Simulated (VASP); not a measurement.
# HgTe (I-4m2) in VASP: further runs

The runs below take HgTe through single point, with r2SCAN.

Program: VASP 6.6.1. These are calculated values, not measurements. Logs are shortened: lines on timing, memory, paths and dates and some standing lists are left out, and cuts for length are marked.

## Step 1: The cell of the first run

It takes space group I-4m2 (No. 119, tetragonal). Conventional cell: a = 4.695 Å, b = 4.695 Å, c = 6.254 Å, α = 90.00°, β = 90.00°, γ = 90.00°. Hg (site symmetry -4m2) has 4 Te at 2.82 Å within 3.7 Å. Te (site symmetry -4m2) has 4 Hg at 2.82 Å within 3.7 Å.

## Step 2: Single point, r2SCAN (strain +0.030 along x and y, -0.030 along z)

POSCAR reads:

```
HgTe
1.0
    0.0000000000      3.3202050000      3.1267950000
    3.3202050000      0.0000000000      3.1267950000
    3.3202050000      3.3202050000      0.0000000000
Hg Te
1 1
Direct
    0.0000000000      0.0000000000      0.0000000000
    0.7500000000      0.7500000000      0.7500000000
```

INCAR.step1 reads:

```
SYSTEM = HgTe
ALGO = Normal ; EDIFF = 1E-4
ENCUT = 520 ; GGA = PE
ISMEAR = 0 ; LASPH = .True.
LCHARG = .False. ; LREAL = .False.
LWAVE = .True. ; NBANDS = 16
NELM = 60 ; PREC = Accurate
SIGMA = 0.15
```

INCAR.step2 reads:

```
SYSTEM = HgTe
ALGO = Normal ; EDIFF = 1E-7
ENCUT = 520 ; ISIF = 2
ISMEAR = 0 ; ISTART = 1
LASPH = .True. ; LCHARG = .False.
LMIXTAU = .True. ; LREAL = .False.
LWAVE = .False. ; METAGGA = R2SCAN
NBANDS = 16 ; NELM = 60
PREC = Accurate ; SIGMA = 0.15
```

KPOINTS reads:

```
k-points
0
Gamma
  14 14 14
  0 0 0
```

Potentials or basis: VASP PAW PBE potentials, release 64 (Hg, Te).

Command:

```sh
$ cat potpaw_PBE.64/Hg/POTCAR potpaw_PBE.64/Te/POTCAR > POTCAR
$ cp INCAR.step1 INCAR
$ mpirun -np 1 vasp_std > vasp.out
$ cp INCAR.step2 INCAR
$ mpirun -np 1 vasp_std > vasp.out
```

OUTCAR:

```text
SYSTEM = HgTe
   EDIFF = 1E-7
   ENCUT = 520
   ISIF = 2
   ISMEAR = 0
   ISTART = 1
   LASPH = .True.
   LREAL = .False.
   METAGGA = R2SCAN
   NELM = 60
   PREC = Accurate

 ion  position               nearest neighbor table
   1  0.000  0.000  0.000-   2 2.82   2 2.82   2 2.82   2 2.82
   2  0.750  0.750  0.750-   1 2.82   1 2.82   1 2.82   1 2.82

  LATTYP: Found a body centered tetragonal cell.
 ALAT       =     4.6954789409
 C/A-ratio  =     1.3318321898

  Lattice vectors:

 A1 = (   0.0000000000,  -3.3202050000,  -3.1267950000)
 A2 = (   0.0000000000,   3.3202050000,  -3.1267950000)
 A3 = (   3.3202050000,   0.0000000000,   3.1267950000)

Analysis of symmetry for initial positions (statically):
=====================================================================
 Subroutine PRICEL returns:
 Original cell was already a primitive cell.

 Routine SETGRP: Setting up the symmetry group for a
 body centered tetragonal supercell.

 Subroutine GETGRP returns: Found  8 space group operations
 (whereof  8 operations were pure point group operations)
 out of a pool of 16 trial point group operations.

The static configuration has the point symmetry D_2d.

Analysis of symmetry for dynamics (positions and initial velocities):
=====================================================================
 Subroutine PRICEL returns:
 Original cell was already a primitive cell.

 Routine SETGRP: Setting up the symmetry group for a
 body centered tetragonal supercell.

 Subroutine GETGRP returns: Found  8 space group operations
 (whereof  8 operations were pure point group operations)
 out of a pool of 16 trial point group operations.

The dynamic configuration has the point symmetry D_2d.

 Subroutine INISYM returns: Found  8 space group operations
 (whereof  8 operations are pure point group operations),
 and found     1 'primitive' translations

----------------------------------------------------------------------------------------

                                     Primitive cell

  volume of cell :      68.9381

  direct lattice vectors                    reciprocal lattice vectors
     0.000000000  3.320205000  3.126795000    -0.150593111  0.150593111  0.159908149
     3.320205000  0.000000000  3.126795000     0.150593111 -0.150593111  0.159908149
     3.320205000  3.320205000  0.000000000     0.150593111  0.150593111 -0.159908149

  length of vectors
     4.560768380  4.560768380  4.695478941     0.266321584  0.266321584  0.266321584

  position of ions in fractional coordinates (direct lattice)
     0.000000000  0.000000000  0.000000000
     0.750000000  0.750000000  0.750000000

  ion indices of the primitive-cell ions
   primitive index   ion index
                 1           1
                 2           2

----------------------------------------------------------------------------------------

 KPOINTS: k-points

Automatic generation of k-mesh.
 Grid dimensions read from file:
 generate k-points for:   14   14   14

 Generating k-lattice:

  Cartesian coordinates                     Fractional coordinates (reciprocal lattice)
    -0.010756651  0.010756651  0.011422011     0.071428571  0.000000000  0.000000000
     0.010756651 -0.010756651  0.011422011     0.000000000  0.071428571  0.000000000
     0.010756651  0.010756651 -0.011422011     0.000000000  0.000000000  0.071428571

  Length of vectors
     0.019022970  0.019022970  0.019022970

  Shift w.r.t. Gamma in fractional coordinates (k-lattice)
     0.000000000  0.000000000  0.000000000

 Subroutine IBZKPT returns following result:
 ===========================================

 Found    244 irreducible k-points:

 Following reciprocal coordinates:
            Coordinates               Weight
  0.000000  0.000000  0.000000      1.000000
  0.071429  0.000000  0.000000      8.000000
  0.142857 -0.000000  0.000000      8.000000
  0.214286  0.000000  0.000000      8.000000
  0.285714  0.000000  0.000000      8.000000
  0.357143  0.000000  0.000000      8.000000
[... 16 lines left out ...]
  0.214286  0.142857  0.000000      8.000000
  0.285714  0.142857  0.000000      8.000000
 [... further k-points ...]
   k-points           NKPTS =    244   k-points in BZ     NKDIM =    244   number of bands    NBANDS=     16
   number of dos      NEDOS =    301   number of ions     NIONS =      2
   total plane-waves  NPLWV =  46656
   dimension x,y,z NGX =    36 NGY =   36 NGZ =   36
   dimension x,y,z NGXF=    72 NGYF=   72 NGZF=   72
   ions per type =               1   1
   NGX,Y,Z   is equivalent  to a cutoff of  13.12, 13.12, 12.75 a.u.
   NGXF,Y,Z  is equivalent  to a cutoff of  26.24, 26.24, 25.49 a.u.
 SYSTEM =  HgTe
   PREC   = accura    normal or accurate (medium, high low for compatibility)
   ISTART =      1    job   : 0-new  1-cont  2-samecut
   ICHARG =      0    charge: 1-file 2-atom 10-const
   ISPIN  =      1    spin polarized calculation?
   LNONCOLLINEAR =      F non collinear calculations
   LSORBIT =      F    spin-orbit coupling
   LASPH  =      T    aspherical Exc in radial PAW
   ENCUT  =  520.0 eV  38.22 Ry    6.18 a.u.   8.48  8.48  8.73*2*pi/ulx,y,z
   NELM   =     60;   NELMIN=  2; NELMDL=  0     # of ELM steps
   EDIFF  = 0.1E-06   stopping-criterion for ELM
   LREAL  =      F    real-space projection
   EDIFFG = 0.1E-05   stopping-criterion for IOM
   NSW    =      0    number of steps for IOM
   IBRION =     -1    ionic relax: 0-MD 1-quasi-New 2-CG
   NFREE  =      0    steps in history (QN), initial steepest desc. (CG)
   ISIF   =      2    stress and relaxation
   ISYM   =      2    0-nonsym 1-usesym 2-fastsym
   POTIM  = 0.5000    time-step for ionic-motion
   TEBEG  =    0.0;   TEEND  =   0.0 temperature during run
   PSTRESS=    0.0 pullay stress
   NELECT =      18.0000    total number of electrons
   NUPDOWN=      -1.0000    fix difference up-down
   EMIN   =  10.00;   EMAX   =-10.00  energy-range for DOS
   EFERMI =   0.00;   METHOD = LEGACY
   ISMEAR =     0;   SIGMA  =   0.15  broadening in eV -4-tet -1-fermi 0-gaus
   EFERMI_NEDOS =   21; number of points for ismear=-14 and -15
   IALGO  =     38    algorithm
   IMIX   =      4    mixing-type and parameters
     AMIX     =   0.40;   BMIX     =  1.00
     AMIX_MAG =   1.60;   BMIX_MAG =  1.00
  volume/ion in A,a.u.               =      34.47       232.61
  Fermi-wavevector in a.u.,A,eV,Ry     =   1.046356  1.977325 14.896473  1.094860
  Thomas-Fermi vector in A             =   2.181190
   LORBIT       =      0    0 simple, 1 ext, 2 COOP (PROOUT), +10 PAW based schemes
   METAGGA = R2SCAN    functional components
   LHFCALC =     F    Hartree Fock is set to
   AEXX    =    0.0000 exact exchange contribution
   IVDW    =     0    specifies the selected vdW correction
   LEPSILON=     F    determine dielectric tensor
   LRPA    =     F    only Hartree local field effects (RPA)
 non-spin polarized calculation
 Gauss-broadening in eV      SIGMA  =   0.15
  energy-cutoff  :      520.00
  volume of cell :       68.94
 maximum number of plane-waves:      1880
 NGX is ok and might be reduce to    36
   NGX = 17   NGY = 17   NGZ = 17

 number of electron      18.0000003 magnetization

 Free energy of the ion-electron system (eV)
  ---------------------------------------------------
  ext. energy  EPLUGINS =         0.00000000
  ---------------------------------------------------
  free energy    TOTEN  =       -75.14875902 eV

  energy without entropy =      -75.14860336  energy(sigma->0) =      -75.14868119

 E-fermi :   2.8144     XC(G=0):  -9.2197

 val. band max:        2.7591605044   @ k =   0.0000   0.0000   0.0000
 cond. band min:       3.1315013796   @ k =   0.0714   0.0000   0.0000
 fundamental gap:      0.3723408752
 Fermi energy:         2.8143640068

 k-point     1 :       0.0000    0.0000    0.0000
  band No.  band energies     occupation
      1      -9.6010      2.00000
      2      -4.8690      2.00000
      3      -4.8690      2.00000
      4      -4.8568      2.00000
      5      -4.3407      2.00000
      6      -4.3052      2.00000
[... 8 lines left out ...]
     15      12.2745      0.00000
     16      12.7888      0.00000

 k-point     2 :       0.0714    0.0000    0.0000
  band No.  band energies     occupation
      1      -9.5749      2.00000
      2      -4.8623      2.00000
      3      -4.8619      2.00000
      4      -4.8462      2.00000
      5      -4.3408      2.00000
      6      -4.3066      2.00000
[... 8 lines left out ...]
     15      11.8842      0.00000
     16      12.2326      0.00000

 k-point     3 :       0.1429   -0.0000    0.0000
  band No.  band energies     occupation
      1      -9.5004      2.00000
      2      -4.8426      2.00000
      3      -4.8406      2.00000
      4      -4.8132      2.00000
      5      -4.3401      2.00000
      6      -4.3097      2.00000
[... 8 lines left out ...]
     15      11.5248      0.00000
     16      11.8802      0.00000

 k-point     4 :       0.2143    0.0000    0.0000
  band No.  band energies     occupation
      1      -9.3893      2.00000
      2      -4.8165      2.00000
      3      -4.8084      2.00000
      4      -4.7450      2.00000
      5      -4.3362      2.00000
      6      -4.3123      2.00000
[... 8 lines left out ...]
     15      11.4400      0.00000
     16      11.8343      0.00000
[... 324 lines left out ...]
 k-point    22 :       0.1429    0.1429    0.0000
  band No.  band energies     occupation
      1      -9.4606      2.00000
      2      -4.8377      2.00000
      3      -4.8151      2.00000
      4      -4.8151      2.00000
      5      -4.3259      2.00000
      6      -4.3203      2.00000
[... 8 lines left out ...]
     15      11.4270      0.00000
     16      12.4133      0.00000

 k-point    23 :       0.2143    0.1429    0.0000
  band No.  band energies     occupation
      1      -9.3752      2.00000
      2      -4.8202      2.00000
      3      -4.7859      2.00000
      4      -4.7724      2.00000
      5      -4.3236      2.00000
      6      -4.3186      2.00000
[... 8 lines left out ...]
     15      11.9605      0.00000
     16      12.3698      0.00000

 k-point    24 :       0.2857    0.1429    0.0000
  band No.  band energies     occupation
      1      -9.2629      2.00000
      2      -4.7917      2.00000
      3      -4.7556      2.00000
      4      -4.6925      2.00000
      5      -4.3174      2.00000
      6      -4.3098      2.00000
[... 8 lines left out ...]
     15      12.2096      0.00000
     16      12.4683      0.00000

 [... further k-points ...]
[... 5 lines left out ...]
  --------------------------------------------------------------------------------------
  -------------------------------------------------------------------------------------
  Total        0.4373373      0.4373373      0.7693424      0.0000000      0.0000000      0.0000000
  in kB       10.1640767     10.1640767     17.8801443      0.0000000      0.0000000      0.0000000
  external PRESSURE =      12.7360992 kB  Pullay stress =       0.0000000 kB

 VOLUME and BASIS-vectors are now :
 -----------------------------------------------------------------------------
  energy-cutoff  :      520.00
  volume of cell :       68.94
      direct lattice vectors                 reciprocal lattice vectors
     0.000000000  3.320205000  3.126795000    -0.150593111  0.150593111  0.159908149
     3.320205000  0.000000000  3.126795000     0.150593111 -0.150593111  0.159908149
     3.320205000  3.320205000  0.000000000     0.150593111  0.150593111 -0.159908149

 POSITION                                       TOTAL-FORCE (eV/Angst)
 -----------------------------------------------------------------------------------
      0.00000      0.00000      0.00000        -0.000000     -0.000000      0.000000
      4.98031      4.98031      4.69019         0.000000      0.000000     -0.000000
 -----------------------------------------------------------------------------------
    total drift:                                0.000000      0.000000     -0.000000

  FREE ENERGIE OF THE ION-ELECTRON SYSTEM (eV)
  ---------------------------------------------------
  free  energy   TOTEN  =       -75.1487590161 eV

  energy  without entropy=      -75.1486033628  energy(sigma->0) =      -75.14868119
```

Run time: 15 min. Hardware: 1 thread of Intel Xeon Platinum 8375C at 2.90GHz (Ice Lake), shared host; peak memory 0.43 GiB.

Results:

```
Free energy            : -75.1488 eV
Pressure               : 1.3 GPa
Band gap on the k mesh : 0.12 eV (least direct gap 0.19 eV)
```

Levels at points of the mesh, in eV from the valence-band top:
| k point | band 6 | band 7 | band 8 | band 9 | band 10 | band 11 | band 12 | band 13 |
| --- | --- | --- | --- | --- | --- | --- | --- | --- |
| (0.00, 0.00, 0.00) | -6.94 | -0.47 | -0.06 | -0.06 | 0.12 | 4.62 | 4.64 | 4.64 |
| (0.50, 0.00, 0.00) | -6.65 | -5.49 | -1.10 | -0.84 | 0.93 | 5.25 | 5.60 | 7.20 |
| (0.50, 0.50, 0.00) | -6.43 | -5.26 | -2.41 | -2.41 | 1.80 | 2.63 | 8.89 | 9.36 |
| (0.50, 0.00, 0.50) | -6.54 | -5.54 | -2.24 | -2.09 | 2.25 | 2.89 | 8.48 | 9.11 |

Caveat: the cell differs from its parent crystal (strain +0.030 along x and y, -0.030 along z); the smearing spreads over this small gap; the PAW data sets were made with another functional, which shifts forces and pressure a little; spin-orbit coupling is left out, which moves the levels of the heavy elements.

## Step 3: Single point, r2SCAN (strain +0.030 along x and y, +0.000 along z)

POSCAR reads:

```
HgTe
1.0
    0.0000000000      3.3202050000      3.2235000000
    3.3202050000      0.0000000000      3.2235000000
    3.3202050000      3.3202050000      0.0000000000
Hg Te
1 1
Direct
    0.0000000000      0.0000000000      0.0000000000
    0.7500000000      0.7500000000      0.7500000000
```

INCAR.step1 reads:

```
SYSTEM = HgTe
ALGO = Normal
EDIFF = 1E-4
ENCUT = 520
GGA = PE
ISMEAR = 0
LASPH = .True.
LCHARG = .False.
LREAL = .False.
LWAVE = .True.
NBANDS = 16
NELM = 60
PREC = Accurate
SIGMA = 0.15
```

INCAR.step2 reads:

```
SYSTEM = HgTe
ALGO = Normal
EDIFF = 1E-7
ENCUT = 520
ISIF = 2
ISMEAR = 0
ISTART = 1
LASPH = .True.
LCHARG = .False.
LMIXTAU = .True.
LREAL = .False.
LWAVE = .False.
METAGGA = R2SCAN
NBANDS = 16
NELM = 60
PREC = Accurate
SIGMA = 0.15
```

KPOINTS is that of step 2.

Potentials or basis: VASP PAW PBE potentials, release 64 (Hg, Te).

Command:

```sh
$ cat potpaw_PBE.64/Hg/POTCAR potpaw_PBE.64/Te/POTCAR > POTCAR
$ cp INCAR.step1 INCAR
$ mpirun -np 1 vasp_std > vasp.out
$ cp INCAR.step2 INCAR
$ mpirun -np 1 vasp_std > vasp.out
```

OUTCAR:

```text
SYSTEM = HgTe
   EDIFF = 1E-7
   ENCUT = 520
   ISIF = 2
   ISMEAR = 0
   ISTART = 1
   LASPH = .True.
   LREAL = .False.
   METAGGA = R2SCAN
   NELM = 60
   PREC = Accurate

 ion  position               nearest neighbor table
   1  0.000  0.000  0.000-   2 2.85   2 2.85   2 2.85   2 2.85
   2  0.750  0.750  0.750-   1 2.85   1 2.85   1 2.85   1 2.85

  LATTYP: Found a body centered tetragonal cell.
 ALAT       =     4.6954789409
 C/A-ratio  =     1.3730228761

  Lattice vectors:

 A1 = (   0.0000000000,  -3.3202050000,  -3.2235000000)
 A2 = (   0.0000000000,   3.3202050000,  -3.2235000000)
 A3 = (   3.3202050000,   0.0000000000,   3.2235000000)

Analysis of symmetry for initial positions (statically):
=====================================================================
 Subroutine PRICEL returns:
 Original cell was already a primitive cell.

 Routine SETGRP: Setting up the symmetry group for a
 body centered tetragonal supercell.

 Subroutine GETGRP returns: Found  8 space group operations
 (whereof  8 operations were pure point group operations)
[... 158 lines left out ...]
  ext. energy  EPLUGINS =         0.00000000
  ---------------------------------------------------
  free energy    TOTEN  =       -75.16288653 eV

  energy without entropy =      -75.16271047  energy(sigma->0) =      -75.16279850

 E-fermi :   2.4855     XC(G=0):  -9.0726

 val. band max:        2.3928736831   @ k =   0.0000   0.0000   0.0000
 cond. band min:       2.7786954765   @ k =   0.0714  -0.0000   0.0000
 fundamental gap:      0.3858217935
 Fermi energy:         2.4855324214

 k-point     1 :       0.0000    0.0000    0.0000
  band No.  band energies     occupation
      1      -9.7030      2.00000
      2      -5.0147      2.00000
      3      -5.0147      2.00000
      4      -5.0085      2.00000
      5      -4.5123      2.00000
      6      -4.4965      2.00000
[... 433 lines left out ...]
      3      -4.9064      2.00000
      4      -4.8428      2.00000
      5      -4.5102      2.00000
      6      -4.4881      2.00000
[... 8 lines left out ...]
     15      11.8292      0.00000
     16      12.1829      0.00000

 [... further k-points ...]
[... 5 lines left out ...]
  --------------------------------------------------------------------------------------
  -------------------------------------------------------------------------------------
  Total       -0.0653831     -0.0653831      0.1271259      0.0000000      0.0000000     -0.0000000
  in kB       -1.4739693     -1.4739693      2.8658733      0.0000000      0.0000000     -0.0000000
  external PRESSURE =      -0.0273551 kB  Pullay stress =       0.0000000 kB

 VOLUME and BASIS-vectors are now :
 -----------------------------------------------------------------------------
  energy-cutoff  :      520.00
  volume of cell :       71.07
      direct lattice vectors                 reciprocal lattice vectors
     0.000000000  3.320205000  3.223500000    -0.150593111  0.150593111  0.155110904
     3.320205000  0.000000000  3.223500000     0.150593111 -0.150593111  0.155110904
     3.320205000  3.320205000  0.000000000     0.150593111  0.150593111 -0.155110904

 POSITION                                       TOTAL-FORCE (eV/Angst)
 -----------------------------------------------------------------------------------
      0.00000      0.00000      0.00000         0.000000      0.000000      0.000000
      4.98031      4.98031      4.83525        -0.000000     -0.000000     -0.000000
 -----------------------------------------------------------------------------------
    total drift:                               -0.000000     -0.000000     -0.000000

  FREE ENERGIE OF THE ION-ELECTRON SYSTEM (eV)
  ---------------------------------------------------
  free  energy   TOTEN  =       -75.1628865321 eV

  energy  without entropy=      -75.1627104651  energy(sigma->0) =      -75.16279850
```

Run time: 13 min. Hardware: 1 thread of Intel Xeon Platinum 8375C at 2.90GHz (Ice Lake), shared host; peak memory 0.44 GiB.

Results:

- Free energy: -75.1629 eV
- Pressure: 0.0 GPa
- Band gap on the k mesh: 0.09 eV (least direct gap 0.09 eV)

Stress tensor (GPa, compression positive):
```
-0.15  0.00  0.00
 0.00 -0.15  0.00
 0.00  0.00  0.29
```

Levels at points of the mesh, in eV from the valence-band top:
| k point | band 7 | band 8 | band 9 | band 10 | band 11 | band 12 |
| --- | --- | --- | --- | --- | --- | --- |
| (0.00, 0.00, 0.00) | -0.52 | -0.01 | -0.01 | 0.09 | 4.69 | 4.70 |
| (0.50, 0.00, 0.00) | -5.27 | -0.96 | -0.83 | 0.96 | 5.38 | 5.54 |
| (0.50, 0.50, 0.00) | -5.18 | -2.18 | -2.18 | 1.98 | 2.81 | 8.66 |
| (0.50, 0.00, 0.50) | -5.31 | -2.10 | -2.03 | 2.20 | 2.93 | 8.46 |

Caveat: the cell differs from its parent crystal (strain +0.030 along x and y, +0.000 along z); the smearing spreads over this small gap; the PAW data sets were made with another functional, which shifts forces and pressure a little; spin-orbit coupling is left out, which moves the levels of the heavy elements. A k mesh can miss the band edges.

The gap in the log of VASP goes by the Fermi energy; the results here count the filled bands.